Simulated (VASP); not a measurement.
Here is a VASP 6.6.1 calculation.

Contents of INCAR:

```
SYSTEM = NbAl6W
PREC     = Accurate       ! precision mode
ENCUT    = 500            ! plane-wave cutoff, eV
EDIFF    = 1E-6           ! SCF threshold, eV
ISMEAR   = 0              ! smearing method
SIGMA    = 0.1            ! smearing width, eV
LREAL    = .False.        ! projectors in reciprocal space
LASPH    = .True.         ! aspherical terms in the spheres
NELM     = 120            ! most SCF steps
ALGO     = Normal         ! electronic algorithm
ISIF     = 2              ! what is computed and relaxed
LWAVE    = .False.        ! write WAVECAR
LCHARG   = .False.        ! write CHGCAR
GGA      = PE             ! functional
NBANDS   = 32             ! bands
GGA_COMPAT= .False.
```

File KPOINTS:

```
Automatic mesh
0
Gamma
  4 4 4
  0 0 0
```

Contents of POSCAR:

```
NbAl6W
1.0
    0.0000000000      4.0307259900      4.0307259900
    4.0307259900      0.0000000000      4.0307259900
    4.0307259900      4.0307259900      0.0000000000
Al Nb W
6 1 1
Direct
    0.7513053700      0.2486946300      0.2486946300
    0.2486946300      0.7513053700      0.7513053700
    0.2486946300      0.7513053700      0.2486946300
    0.7513053700      0.2486946300      0.7513053700
    0.2486946300      0.2486946300      0.7513053700
    0.7513053700      0.7513053700      0.2486946300
    0.5000000000      0.5000000000      0.5000000000
    0.0000000000      0.0000000000      0.0000000000
```

Potentials or basis: VASP PAW PBE potentials, release 64 (Al, Nb_sv, W_sv).

Launch:

```bash
$ cat potpaw_PBE.64/Al/POTCAR potpaw_PBE.64/Nb_sv/POTCAR potpaw_PBE.64/W_sv/POTCAR > POTCAR
$ mpirun -np 1 vasp_std > vasp.out
```

Q: What does it give for the largest force?

A: 1.636 eV/Å.

Q: Estimate the band gap on the k mesh.

A: Zero (an odd number of electrons rules out a gap without spin polarisation).

Forces on the atoms (eV/Å):
```
Al   1.636  0.000  0.000
Al  -1.636  0.000  0.000
Al   0.000  1.636  0.000
Al   0.000 -1.636  0.000
Al   0.000  0.000  1.636
Al   0.000  0.000 -1.636
Nb   0.000  0.000  0.000
W    0.000  0.000  0.000
```

Caveat: spin-orbit coupling is left out, which moves the levels of the heavy elements; forces of over 1 eV/Å act on the atoms, so gaps and moduli don't describe the material at rest.
